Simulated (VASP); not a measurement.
# GaP (I-4m2) in VASP: a series of runs, part 2 of 2

VASP 6.6.1. The steps go on from the part before.

### Step 3. Single point, PBEsol (strain +0.080 along x and y, -0.040 along z)

The input, INCAR:

```
SYSTEM = GaP
PREC = Accurate ; ENCUT = 520
EDIFF = 1E-6 ; ISMEAR = 0
SIGMA = 0.05 ; LREAL = .False.
LASPH = .True. ; NELM = 60
ALGO = Normal ; ISIF = 2
LWAVE = .False. ; LCHARG = .False.
GGA = PS ; NBANDS = 16
```

The input, KPOINTS:

```
regular mesh
0
Gamma
  8 8 8
  0 0 0
```

The input, POSCAR:

```
GaP
1.0
    0.0000000000      2.9432700000      2.6162400000
    2.9432700000      0.0000000000      2.6162400000
    2.9432700000      2.9432700000      0.0000000000
Ga P
1 1
Direct
    0.0000000000      0.0000000000      0.0000000000
    0.7500000000      0.7500000000      0.7500000000
```

Potentials or basis: VASP PAW PBE potentials, release 64 (Ga_d, P).

Started as:

```bash
> cat potpaw_PBE.64/Ga_d/POTCAR potpaw_PBE.64/P/POTCAR > POTCAR
> mpirun -np 1 vasp_std > vasp.out
```

OUTCAR:

```text
SYSTEM = GaP
   PREC = Accurate
   ENCUT = 520
   EDIFF = 1E-6
   ISMEAR = 0
   LREAL = .False.
   LASPH = .True.
   NELM = 60
   ISIF = 2
   GGA = PS

 ion  position               nearest neighbor table
   1  0.000  0.000  0.000-   2 2.46   2 2.46   2 2.46   2 2.46
   2  0.750  0.750  0.750-   1 2.46   1 2.46   1 2.46   1 2.46

  LATTYP: Found a body centered tetragonal cell.
 ALAT       =     4.1624123517
 C/A-ratio  =     1.2570787221

  Lattice vectors:

 A1 = (   0.0000000000,  -2.9432700000,  -2.6162400000)
 A2 = (   0.0000000000,   2.9432700000,  -2.6162400000)
 A3 = (   2.9432700000,   0.0000000000,   2.6162400000)

Analysis of symmetry for initial positions (statically):
=====================================================================
 Subroutine PRICEL returns:
 Original cell was already a primitive cell.

 Routine SETGRP: Setting up the symmetry group for a
 body centered tetragonal supercell.

 Subroutine GETGRP returns: Found  8 space group operations
 (whereof  8 operations were pure point group operations)
 out of a pool of 16 trial point group operations.

The static configuration has the point symmetry D_2d.

Analysis of symmetry for dynamics (positions and initial velocities):
=====================================================================
 Subroutine PRICEL returns:
 Original cell was already a primitive cell.

 Routine SETGRP: Setting up the symmetry group for a
 body centered tetragonal supercell.

 Subroutine GETGRP returns: Found  8 space group operations
 (whereof  8 operations were pure point group operations)
 out of a pool of 16 trial point group operations.

The dynamic configuration has the point symmetry D_2d.

 Subroutine INISYM returns: Found  8 space group operations
 (whereof  8 operations are pure point group operations),
 and found     1 'primitive' translations

----------------------------------------------------------------------------------------
[... 107 lines left out ...]
   EFERMI =   0.00;   METHOD = LEGACY
   ISMEAR =     0;   SIGMA  =   0.05  broadening in eV -4-tet -1-fermi 0-gaus
   EFERMI_NEDOS =   21; number of points for ismear=-14 and -15
   IALGO  =     38    algorithm
   IMIX   =      4    mixing-type and parameters
     AMIX     =   0.40;   BMIX     =  1.00
     AMIX_MAG =   1.60;   BMIX_MAG =  1.00
  volume/ion in A,a.u.               =      22.66       152.94
  Fermi-wavevector in a.u.,A,eV,Ry     =   1.203307  2.273920 19.700521  1.447947
  Thomas-Fermi vector in A             =   2.339064
   LORBIT       =      0    0 simple, 1 ext, 2 COOP (PROOUT), +10 PAW based schemes
   GGA     = PS    functional components
   LHFCALC =     F    Hartree Fock is set to
   AEXX    =    0.0000 exact exchange contribution
   IVDW    =     0    specifies the selected vdW correction
   LEPSILON=     F    determine dielectric tensor
   LRPA    =     F    only Hartree local field effects (RPA)
 non-spin polarized calculation
 Gauss-broadening in eV      SIGMA  =   0.05
  energy-cutoff  :      520.00
  volume of cell :       45.33
 maximum number of plane-waves:      1243
 NGX is ok and might be reduce to    30
   NGX = 15   NGY = 15   NGZ = 15

 number of electron      18.0000001 magnetization

 Free energy of the ion-electron system (eV)
  ---------------------------------------------------
  ext. energy  EPLUGINS =         0.00000000
  ---------------------------------------------------
  free energy    TOTEN  =        -9.69994350 eV

  energy without entropy =       -9.69994350  energy(sigma->0) =       -9.69994350

 E-fermi :   4.0153     XC(G=0):  -9.5328

 val. band max:        3.8202202544   @ k =   0.0000   0.0000   0.0000
 cond. band min:       4.2477195895   @ k =   0.0000   0.0000   0.0000
 fundamental gap:      0.4274993351
 Fermi energy:         4.0152905927

 k-point     1 :       0.0000    0.0000    0.0000
  band No.  band energies     occupation
      1     -10.9248      2.00000
      2     -10.9248      2.00000
      3     -10.8940      2.00000
      4     -10.8615      2.00000
      5     -10.8354      2.00000
      6      -8.2152      2.00000
[... 433 lines left out ...]
      3     -10.8869      2.00000
      4     -10.8599      2.00000
      5     -10.8310      2.00000
      6      -6.9903      2.00000
[... 8 lines left out ...]
     15      13.3933      0.00000
     16      14.5578      0.00000

 [... further k-points ...]
[... 5 lines left out ...]
  --------------------------------------------------------------------------------------
  -------------------------------------------------------------------------------------
  Total       -2.9000815     -2.9000815     -0.9498789      0.0000000     -0.0000000      0.0000000
  in kB     -102.5068758   -102.5068758    -33.5746131      0.0000000     -0.0000000      0.0000000
  external PRESSURE =     -79.5294549 kB  Pullay stress =       0.0000000 kB

 VOLUME and BASIS-vectors are now :
 -----------------------------------------------------------------------------
  energy-cutoff  :      520.00
  volume of cell :       45.33
      direct lattice vectors                 reciprocal lattice vectors
     0.000000000  2.943270000  2.616240000    -0.169879080  0.169879080  0.191113965
     2.943270000  0.000000000  2.616240000     0.169879080 -0.169879080  0.191113965
     2.943270000  2.943270000  0.000000000     0.169879080  0.169879080 -0.191113965

 POSITION                                       TOTAL-FORCE (eV/Angst)
 -----------------------------------------------------------------------------------
      0.00000      0.00000      0.00000        -0.000000     -0.000000     -0.000000
      4.41491      4.41491      3.92436         0.000000      0.000000      0.000000
 -----------------------------------------------------------------------------------
    total drift:                                0.000000      0.000000      0.000003

  FREE ENERGIE OF THE ION-ELECTRON SYSTEM (eV)
  ---------------------------------------------------
  free  energy   TOTEN  =        -9.6999434959 eV

  energy  without entropy=       -9.6999434959  energy(sigma->0) =       -9.69994350
```

stdout:

```text
POSCAR found type information on POSCAR GaP
 POSCAR found :  2 types and       2 ions
 scaLAPACK will be used
 -----------------------------------------------------------------------------
|                                                                             |
|                                                                             |
|     You enforced a specific xc type in the INCAR file but a different       |
|     I HOPE YOU KNOW WHAT YOU ARE DOING!                                     |
|                                                                             |
 -----------------------------------------------------------------------------

 LDA part: xc-table for (Slater+PW92), standard interpolation
 POSCAR, INCAR and KPOINTS ok, starting setup
 FFT: planning ... GRIDC
 FFT: planning ... GRID_SOFT
 FFT: planning ... GRID
 WAVECAR not read
 entering main loop
```

It took 47 s on 1 thread of Intel Xeon Platinum 8259CL at 2.50GHz (Skylake/Cascade Lake), shared host; peak memory 0.19 GiB.

What came out:

- Free energy: -9.6999 eV
- Pressure: -8.0 GPa
- Band gap on the k mesh: 0.43 eV

Stress tensor (GPa, compression positive):
```
-10.25   0.00   0.00
  0.00 -10.25   0.00
  0.00   0.00  -3.36
```

Caveat: the cell differs from its parent crystal (strain +0.080 along x and y, -0.040 along z); the stress differs along the axes, from -10 to -3 GPa; semilocal functionals underestimate gaps, and a narrow one can read as zero; the PAW data sets were made with another functional, which shifts forces and pressure a little. A k mesh can miss the band edges.

### Step 4. Single point, PBEsol (strain +0.080 along x and y, +0.000 along z)

The input, INCAR:

```
PREC     = Accurate       # precision mode
ENCUT    = 520            # plane-wave cutoff, eV
EDIFF    = 1E-7           # SCF threshold, eV
ISMEAR   = 0              # smearing method
SIGMA    = 0.05           # smearing width, eV
LREAL    = False          # projectors in reciprocal space
LASPH    = True           # aspherical terms in the spheres
NELM     = 80             # most SCF steps
ALGO     = Normal         # electronic algorithm
ISIF     = 2              # what is computed and relaxed
LWAVE    = False          # write WAVECAR
LCHARG   = True           # write CHGCAR
GGA      = PS             # functional
LELF     = True           # ELF
LVHAR    = True         
NBANDS   = 16             # bands
```

The input, KPOINTS:

```
regular mesh
0
Gamma
  8 8 8
```

The input, POSCAR:

```
GaP
1.0
    0.0000000000      2.9432700000      2.7252500000
    2.9432700000      0.0000000000      2.7252500000
    2.9432700000      2.9432700000      0.0000000000
Ga P
1 1
Direct
    0.0000000000      0.0000000000      0.0000000000
    0.7500000000      0.7500000000      0.7500000000
```

Started as:

```bash
> cat potpaw_PBE.64/Ga_d/POTCAR potpaw_PBE.64/P/POTCAR > POTCAR
> mpirun -np 1 vasp_std > vasp.out
```

Wall time 65 s (1 thread of Intel Xeon Platinum 8259CL at 2.50GHz (Skylake/Cascade Lake), shared host); peak memory 0.19 GiB.

The run converged. Its results:

* Free energy: -9.6428 eV
* Pressure: -9.5 GPa
* Band gap on the k mesh: 0.28 eV

Stress tensor (GPa, compression positive):
```
-11.09   0.00   0.00
  0.00 -11.09   0.00
  0.00   0.00  -6.36
```

Levels at points of the mesh, in eV from the valence-band top:
| k point | band 6 | band 7 | band 8 | band 9 | band 10 | band 11 | band 12 | band 13 |
| --- | --- | --- | --- | --- | --- | --- | --- | --- |
| (0.00, 0.00, 0.00) | -11.68 | -0.34 | -0.34 | 0.00 | 0.28 | 3.52 | 3.70 | 3.70 |
| (0.50, 0.00, 0.00) | -10.05 | -6.12 | -1.40 | -0.89 | 0.83 | 4.19 | 4.75 | 7.53 |
| (0.50, 0.50, 0.00) | -9.18 | -6.08 | -2.73 | -2.73 | 1.14 | 1.31 | 9.16 | 9.16 |
| (0.50, 0.00, 0.50) | -9.43 | -6.50 | -2.29 | -2.25 | 1.72 | 1.80 | 8.84 | 9.03 |

Caveat: the cell differs from its parent crystal (strain +0.080 along x and y, +0.000 along z); the cell stands under tension; semilocal functionals underestimate gaps, and a narrow one can read as zero; the PAW data sets were made with another functional, which shifts forces and pressure a little.

### Step 5. Single point, PBEsol (strain +0.080 along x and y, +0.040 along z)

The input, INCAR:

```
PREC = Accurate ; ENCUT = 520
EDIFF = 1E-6 ; ISMEAR = 0
SIGMA = 0.05 ; LREAL = False
LASPH = True ; NELM = 60
ALGO = Normal ; ISIF = 2
LWAVE = False ; LCHARG = False
GGA = PS ; NBANDS = 16
```

The input, KPOINTS:

```
Automatic mesh
0
Gamma
  8 8 8
```

The input, POSCAR:

```
GaP
1.0
    0.0000000000      2.9432700000      2.8342600000
    2.9432700000      0.0000000000      2.8342600000
    2.9432700000      2.9432700000      0.0000000000
Ga P
1 1
Direct
    0.0000000000      0.0000000000      0.0000000000
    0.7500000000      0.7500000000      0.7500000000
```

Started as:

```bash
> cat potpaw_PBE.64/Ga_d/POTCAR potpaw_PBE.64/P/POTCAR > POTCAR
> mpirun -np 1 vasp_std > vasp.out
```

It took 56 s on 1 thread of Intel Xeon Platinum 8259CL at 2.50GHz (Skylake/Cascade Lake), shared host; peak memory 0.19 GiB.

It converged, with:

```yaml
Free_energy: -9.5513 eV
Pressure: -10.8 GPa
Band_gap_on_the_k_mesh: 0.13 eV
```

Stress tensor (GPa, compression positive):
```
-11.57   0.00   0.00
  0.00 -11.57   0.00
  0.00   0.00  -9.17
```

Levels at points of the mesh, in eV from the valence-band top:
```tsv
k point	band 6	band 7	band 8	band 9	band 10	band 11	band 12	band 13
(0.00, 0.00, 0.00)	-11.34	-0.17	-0.17	0.00	0.13	3.65	3.74	3.74
(0.50, 0.00, 0.00)	-9.82	-5.85	-1.11	-0.87	0.89	4.41	4.65	7.48
(0.50, 0.50, 0.00)	-9.08	-5.98	-2.36	-2.36	1.47	1.61	9.01	9.01
(0.50, 0.00, 0.50)	-9.19	-6.18	-2.15	-2.14	1.79	1.81	8.89	9.00
```

Caveat: the cell differs from its parent crystal (strain +0.080 along x and y, +0.040 along z); the cell stands under tension; semilocal functionals underestimate gaps, and a narrow one can read as zero; the PAW data sets were made with another functional, which shifts forces and pressure a little.

### Step 6. Overview

| cell | gap on the mesh (eV) | pressure (GPa) |
| --- | --- | --- |
| a = 3.932, b = 3.932, c = 4.008 Å, angles 59.4, 59.4, 61.3°, 2 atoms | 0.98 | -6.0 |
| a = 3.938, b = 3.938, c = 4.162 Å, angles 58.1, 58.1, 63.8°, 2 atoms | 0.43 | -8.0 |
| a = 4.011, b = 4.011, c = 4.162 Å, angles 58.7, 58.7, 62.5°, 2 atoms | 0.28 | -9.5 |
| a = 4.086, b = 4.086, c = 4.162 Å, angles 59.4, 59.4, 61.2°, 2 atoms | 0.13 | -10.8 |

Alike in all rows: task single point; level PBEsol; potentials or basis VASP PAW PBE potentials, release 64 (Ga_d, P); no spin polarisation; k mesh 8 × 8 × 8; cutoff (eV) 520; smearing gaussian 0.05 eV.

Caveats: the PAW data sets were made with another functional, which shifts forces and pressure a little; the cell stands under tension (at least some runs); semilocal functionals underestimate gaps, and a narrow one can read as zero (at least some runs); the stress differs along the axes, from -10 to -3 GPa (at least some runs).

Total energies depend on the potentials used, so only differences within one code and one set of settings carry meaning.
